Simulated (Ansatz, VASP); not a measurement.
AlNi: VASP beside Ansatz

```xyz
2
Lattice="3.1115 0.0000 0.0000 0.0000 3.1115 0.0000 0.0000 0.0000 3.1115" Properties=species:S:1:pos:R:3 pbc="T T T"
Al    0.0000    0.0000    0.0000
Ni    1.5557    1.5557    1.5557
```

Change from the starting cell: strain +0.080 along x and y, +0.080 along z, atoms carried along.

Alike in both runs: task single point; functional PBEsol; k mesh 16 × 16 × 16; occupations gaussian, width 0.15 eV; no spin polarisation.

|  | VASP | Ansatz |
| --- | --- | --- |
| version | VASP 6.6.1 | Ansatz 0.2.0 |
| potentials or method | VASP PAW PBE potentials, release 64 (Al, Ni), cutoff 520 eV | scalar-relativistic, plane waves, PAW |
| valence electrons in the cell | 13 | 21 |

```csv
,VASP,Ansatz,Ansatz less VASP
gap on the k mesh at the Fermi level (eV),none,none,-
pressure (GPa),-24.8,-25.0,-0.19
```

VASP's potentials were made for PBE, not for PBEsol. A gap of «none» marks a metal or a gap that the smearing closes. With one functional, cell and mesh, what is left measures potentials, basis and numerics. VASP's potentials hold 13 valence electrons a cell and Ansatz's 21, so a difference there can come from the potentials and not from the codes.
